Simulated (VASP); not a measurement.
# Cr (P6_3/mmc) in VASP: settings compared

Cr is run at these levels: PBEsol+U, PBEsol; tasks: single point, vibrations by perturbation theory, density of states.

Everything below comes from runs of VASP 6.6.1. Logs are shortened: lines on timing, memory, paths and dates and some standing lists are left out, and cuts for length are marked.

**1. The cell of the first run**

Symmetry: P6_3/mmc, No. 194, hexagonal system. Conventional cell: a = 2.714 Å, b = 2.714 Å, c = 4.410 Å, α = 90.00°, β = 90.00°, γ = 120.00°. Within 3.6 Å of Cr (site symmetry -6m2) lie 12 Cr at 2.71 Å.

**2. Single point, PBEsol+U, collinear spin, antiferromagnetic start**

Input file INCAR:

```
ALGO = Fast
EDIFF = 1E-7
ENCUT = 520
GGA = PS
ISIF = 2
ISMEAR = -5
ISPIN = 2
LASPH = True
LCHARG = False
LDAU = True
LDAUJ = 0
LDAUL = 2
LDAUPRINT = 1
LDAUTYPE = 2
LDAUU = 4
LMAXMIX = 4
LORBIT = 11
LREAL = False
LWAVE = False
MAGMOM = 3 -3
NBANDS = 23
NELM = 150
PREC = Accurate
SIGMA = 0.1
```

Input file KPOINTS:

```
k-points
0
Gamma
  11 11 6
```

Input file POSCAR:

```
Cr
1.0
    2.7140000000      0.0000000000      0.0000000000
   -1.3570000000      2.3503929459      0.0000000000
    0.0000000000      0.0000000000      4.4100000000
Cr
2
Direct
    0.6666666667      0.3333333333      0.7500000000
    0.3333333333      0.6666666667      0.2500000000
```

Potentials or basis: VASP PAW PBE potentials, release 64 (Cr_pv).

On the command line:

```sh
> cat potpaw_PBE.64/Cr_pv/POTCAR > POTCAR
> mpirun -np 1 vasp_std > vasp.out
```

OUTCAR:

```text
EDIFF = 1E-7
   ENCUT = 520
   GGA = PS
   ISIF = 2
   ISMEAR = -5
   ISPIN = 2
   LASPH = True
   LORBIT = 11
   LREAL = False
   NELM = 150
   PREC = Accurate

 ion  position               nearest neighbor table
   1  0.667  0.333  0.750-   2 2.71   2 2.71   2 2.71   2 2.71   2 2.71   2 2.71
   2  0.333  0.667  0.250-   1 2.71   1 2.71   1 2.71   1 2.71   1 2.71   1 2.71

  LATTYP: Found a hexagonal cell.
 ALAT       =     2.7140000000
 C/A-ratio  =     1.6249078850

  Lattice vectors:

 A1 = (   2.7140000000,   0.0000000000,   0.0000000000)
 A2 = (  -1.3570000000,   2.3503929459,   0.0000000000)
 A3 = (   0.0000000000,   0.0000000000,   4.4100000000)

Analysis of symmetry for initial positions (statically):
=====================================================================
 Subroutine PRICEL returns:
 Original cell was already a primitive cell.

 Routine SETGRP: Setting up the symmetry group for a
 hexagonal supercell.

 Subroutine GETGRP returns: Found 24 space group operations
 (whereof 12 operations were pure point group operations)
 out of a pool of 24 trial point group operations.

The static configuration has the point symmetry D_3d.
 The point group associated with its full space group is D_6h.

Analysis of symmetry for dynamics (positions and initial velocities):
=====================================================================
 Subroutine PRICEL returns:
 Original cell was already a primitive cell.

 Routine SETGRP: Setting up the symmetry group for a
 hexagonal supercell.

 Subroutine GETGRP returns: Found 24 space group operations
 (whereof 12 operations were pure point group operations)
 out of a pool of 24 trial point group operations.

The dynamic configuration has the point symmetry D_3d.
 The point group associated with its full space group is D_6h.

Analysis of structural, dynamic, and magnetic symmetry:
=====================================================================
 Subroutine PRICEL returns:
 Original cell was already a primitive cell.

 Routine SETGRP: Setting up the symmetry group for a
 hexagonal supercell.

 Subroutine GETGRP returns: Found 24 space group operations
 (whereof 12 operations were pure point group operations)
 out of a pool of 24 trial point group operations.

The overall configuration has the point symmetry D_3d.
 The point group associated with its full space group is D_6h.

 Subroutine INISYM returns: Found 24 space group operations
 (whereof 12 operations are pure point group operations),
 and found     1 'primitive' translations

----------------------------------------------------------------------------------------

                                     Primitive cell

  volume of cell :      28.1312

  direct lattice vectors                    reciprocal lattice vectors
     2.714000000  0.000000000  0.000000000     0.368459838  0.212730387  0.000000000
    -1.357000000  2.350392946  0.000000000     0.000000000  0.425460773  0.000000000
     0.000000000  0.000000000  4.410000000     0.000000000  0.000000000  0.226757370

  length of vectors
     2.714000000  2.714000000  4.410000000     0.425460773  0.425460773  0.226757370

  position of ions in fractional coordinates (direct lattice)
     0.666666667  0.333333333  0.750000000
     0.333333333  0.666666667  0.250000000
[... 119 lines left out ...]
 maximum number of plane-waves:       772
   NGX = 11   NGY = 11   NGZ = 17

 number of electron      24.0000004 magnetization      -0.0000000

atom =   1  type =  1  l = 2

 onsite density matrix

spin component  1

  0.8051 -0.0000 -0.0000  0.0000  0.0000
 -0.0000  0.8412 -0.0000  0.0000 -0.0000
 -0.0000 -0.0000  0.7555 -0.0000  0.0000
  0.0000  0.0000 -0.0000  0.8412  0.0000
  0.0000 -0.0000  0.0000  0.0000  0.8051

spin component  2

  0.0293 -0.0000  0.0000 -0.0000  0.0000
 -0.0000  0.0506 -0.0000  0.0000 -0.0000
  0.0000 -0.0000  0.0440  0.0000  0.0000
 -0.0000  0.0000  0.0000  0.0506  0.0000
  0.0000 -0.0000  0.0000  0.0000  0.0293

 occupancies and eigenvectors

  o =  0.0293  v =  0.0000  0.0000  0.0000  0.0000  0.0000  0.9999  0.0000  0.0000  0.0000 -0.0109      0.0000  0.0000  0.0000  0.0000  0.0000  0.0000  0.0000  0.0000  0.0000  0.0000
  o =  0.0293  v =  0.0000  0.0000  0.0000  0.0000  0.0000  0.0109  0.0000 -0.0000  0.0000  0.9999      0.0000  0.0000  0.0000  0.0000  0.0000  0.0000  0.0000  0.0000  0.0000  0.0000
  o =  0.0440  v =  0.0000  0.0000  0.0000  0.0000  0.0000  0.0000 -0.0000  1.0000 -0.0000  0.0000      0.0000  0.0000  0.0000  0.0000  0.0000  0.0000  0.0000  0.0000  0.0000  0.0000
  o =  0.0506  v =  0.0000  0.0000  0.0000  0.0000  0.0000  0.0000  0.0000 -0.0000 -1.0000  0.0000      0.0000  0.0000  0.0000  0.0000  0.0000  0.0000  0.0000  0.0000  0.0000  0.0000
  o =  0.0506  v =  0.0000  0.0000  0.0000  0.0000  0.0000 -0.0000  1.0000  0.0000  0.0000  0.0000      0.0000  0.0000  0.0000  0.0000  0.0000  0.0000  0.0000  0.0000  0.0000  0.0000
  o =  0.7555  v =  0.0000  0.0000 -1.0000 -0.0000  0.0000  0.0000  0.0000  0.0000  0.0000  0.0000      0.0000  0.0000  0.0000  0.0000  0.0000  0.0000  0.0000  0.0000  0.0000  0.0000
  o =  0.8051  v =  0.0000 -0.0000 -0.0000  0.0000 -1.0000  0.0000  0.0000  0.0000  0.0000  0.0000      0.0000  0.0000  0.0000  0.0000  0.0000  0.0000  0.0000  0.0000  0.0000  0.0000
  o =  0.8051  v =  1.0000  0.0000  0.0000  0.0000  0.0000  0.0000  0.0000  0.0000  0.0000  0.0000      0.0000  0.0000  0.0000  0.0000  0.0000  0.0000  0.0000  0.0000  0.0000  0.0000
  o =  0.8412  v =  0.0000 -0.0000 -0.0000  1.0000  0.0000  0.0000  0.0000  0.0000  0.0000  0.0000      0.0000  0.0000  0.0000  0.0000  0.0000  0.0000  0.0000  0.0000  0.0000  0.0000
  o =  0.8412  v =  0.0000  1.0000  0.0000  0.0000 -0.0000  0.0000  0.0000  0.0000  0.0000  0.0000      0.0000  0.0000  0.0000  0.0000  0.0000  0.0000  0.0000  0.0000  0.0000  0.0000

atom =   2  type =  1  l = 2

 onsite density matrix

spin component  1

  0.0293 -0.0000  0.0000 -0.0000  0.0000
 -0.0000  0.0506 -0.0000 -0.0000 -0.0000
  0.0000 -0.0000  0.0440 -0.0000  0.0000
 -0.0000 -0.0000 -0.0000  0.0506 -0.0000
  0.0000 -0.0000  0.0000 -0.0000  0.0293

spin component  2

  0.8051  0.0000 -0.0000  0.0000  0.0000
  0.0000  0.8412 -0.0000  0.0000  0.0000
 -0.0000 -0.0000  0.7555  0.0000  0.0000
  0.0000  0.0000  0.0000  0.8412  0.0000
  0.0000  0.0000  0.0000  0.0000  0.8051

 occupancies and eigenvectors

  o =  0.0293  v =  0.9996  0.0000  0.0000  0.0000 -0.0266  0.0000  0.0000  0.0000  0.0000  0.0000      0.0000  0.0000  0.0000  0.0000  0.0000  0.0000  0.0000  0.0000  0.0000  0.0000
  o =  0.0293  v = -0.0266 -0.0000  0.0000 -0.0000 -0.9996  0.0000  0.0000  0.0000  0.0000  0.0000      0.0000  0.0000  0.0000  0.0000  0.0000  0.0000  0.0000  0.0000  0.0000  0.0000
  o =  0.0440  v =  0.0000 -0.0000  1.0000 -0.0000  0.0000  0.0000  0.0000  0.0000  0.0000  0.0000      0.0000  0.0000  0.0000  0.0000  0.0000  0.0000  0.0000  0.0000  0.0000  0.0000
  o =  0.0506  v = -0.0000  0.0000  0.0000  1.0000 -0.0000  0.0000  0.0000  0.0000  0.0000  0.0000      0.0000  0.0000  0.0000  0.0000  0.0000  0.0000  0.0000  0.0000  0.0000  0.0000
  o =  0.0506  v = -0.0000  1.0000  0.0000 -0.0000 -0.0000  0.0000  0.0000  0.0000  0.0000  0.0000      0.0000  0.0000  0.0000  0.0000  0.0000  0.0000  0.0000  0.0000  0.0000  0.0000
  o =  0.7555  v =  0.0000  0.0000  0.0000  0.0000  0.0000  0.0000  0.0000  1.0000  0.0000 -0.0000      0.0000  0.0000  0.0000  0.0000  0.0000  0.0000  0.0000  0.0000  0.0000  0.0000
  o =  0.8051  v =  0.0000  0.0000  0.0000  0.0000  0.0000  1.0000  0.0000  0.0000  0.0000  0.0000      0.0000  0.0000  0.0000  0.0000  0.0000  0.0000  0.0000  0.0000  0.0000  0.0000
  o =  0.8051  v =  0.0000  0.0000  0.0000  0.0000  0.0000  0.0000 -0.0000 -0.0000 -0.0000 -1.0000      0.0000  0.0000  0.0000  0.0000  0.0000  0.0000  0.0000  0.0000  0.0000  0.0000
  o =  0.8412  v =  0.0000  0.0000  0.0000  0.0000  0.0000  0.0000 -0.0000  0.0000 -1.0000  0.0000      0.0000  0.0000  0.0000  0.0000  0.0000  0.0000  0.0000  0.0000  0.0000  0.0000
  o =  0.8412  v =  0.0000  0.0000  0.0000  0.0000  0.0000  0.0000  1.0000 -0.0000 -0.0000 -0.0000      0.0000  0.0000  0.0000  0.0000  0.0000  0.0000  0.0000  0.0000  0.0000  0.0000

 number of electron      24.0000004 magnetization       0.0000000

 Free energy of the ion-electron system (eV)
  ---------------------------------------------------
  ext. energy  EPLUGINS =         0.00000000
  ---------------------------------------------------
  free energy    TOTEN  =       -13.27590554 eV

  energy without entropy =      -13.27590554  energy(sigma->0) =      -13.27590554

 E-fermi :   9.2145     XC(G=0): -12.3867

 val. band max:        9.3331038761   @ k =   0.0909  -0.0000   0.0000
 cond. band min:       9.2149718026   @ k =   0.3636  -0.0000   0.3333
 fundamental gap:     -0.1181320735
 Fermi energy:         9.2144983374

 spin component 1

 k-point     1 :       0.0000    0.0000    0.0000
  band No.  band energies     occupation
      1     -34.5017      1.00000
      2     -34.3069      1.00000
      3     -34.3069      1.00000
      4     -30.7956      1.00000
      5     -30.5257      1.00000
      6     -30.5257      1.00000
[... 1241 lines left out ...]
     22      21.8783      0.00000
     23      23.7196      0.00000

 [... further k-points ...]
[... 5 lines left out ...]
  --------------------------------------------------------------------------------------
  -------------------------------------------------------------------------------------
  Total        6.4369575      6.4369575      1.9608599      0.0000000      0.0000000      0.0000000
  in kB      366.6083218    366.6083218    111.6781574      0.0000000      0.0000000      0.0000000
  external PRESSURE =     281.6316003 kB  Pullay stress =       0.0000000 kB

 VOLUME and BASIS-vectors are now :
 -----------------------------------------------------------------------------
  energy-cutoff  :      520.00
  volume of cell :       28.13
      direct lattice vectors                 reciprocal lattice vectors
     2.714000000  0.000000000  0.000000000     0.368459838  0.212730387  0.000000000
    -1.357000000  2.350392946  0.000000000     0.000000000  0.425460773  0.000000000
     0.000000000  0.000000000  4.410000000     0.000000000  0.000000000  0.226757370

 POSITION                                       TOTAL-FORCE (eV/Angst)
 -----------------------------------------------------------------------------------
      1.35700      0.78346      3.30750        -0.000000      0.000000      0.000000
     -0.00000      1.56693      1.10250         0.000000     -0.000000      0.000000
 -----------------------------------------------------------------------------------
    total drift:                               -0.000000      0.000000     -0.000000

  FREE ENERGIE OF THE ION-ELECTRON SYSTEM (eV)
  ---------------------------------------------------
  free  energy   TOTEN  =       -13.2759055368 eV

  energy  without entropy=      -13.2759055368  energy(sigma->0) =      -13.27590554

 total charge

# of ion       s       p       d       tot
------------------------------------------
    1        0.362   6.264   4.226  10.851
    2        0.362   6.264   4.226  10.851
--------------------------------------------------
tot          0.723  12.528   8.452  21.703

 magnetization (x)

# of ion       s       p       d       tot
------------------------------------------
    1        0.037   0.074   3.827   3.938
    2       -0.037  -0.074  -3.827  -3.938
--------------------------------------------------
tot          0.000   0.000   0.000   0.000
```

Wall time 91 s (1 thread of Intel Xeon Platinum 8375C at 2.90GHz (Ice Lake), shared host); peak memory 0.2 GiB.

What came out:

```yaml
Free_energy: -13.2759 eV
Pressure: 28.2 GPa
Band_gap_on_the_k_mesh: zero (filled and empty bands overlap)
Net_moment: 0.00 μB per cell
Site_moments: Cr +3.94, -3.94 μB
Valence_electrons_inside_the_program's_atomic_spheres: Cr 10.85
```

Stress tensor (GPa, compression positive):
```
36.66  0.00  0.00
 0.00 36.66  0.00
 0.00  0.00 11.17
```

Eigenvalues of the final occupation matrices:
| site | spin | trace | eigenvalues |
| --- | --- | --- | --- |
| site 1 d | 1 | 4.05 | 0.76 0.81 0.81 0.84 0.84 |
| site 1 d | 2 | 0.20 | 0.03 0.03 0.04 0.05 0.05 |
| site 2 d | 1 | 0.20 | 0.03 0.03 0.04 0.05 0.05 |
| site 2 d | 2 | 4.05 | 0.76 0.81 0.81 0.84 0.84 |

Caveat: the PAW data sets were made with another functional, which shifts forces and pressure a little; the U is typed as a test and isn't derived for this compound; tetrahedron occupations give inexact forces and stress in metals.

(Continued in part 2 of 2.)
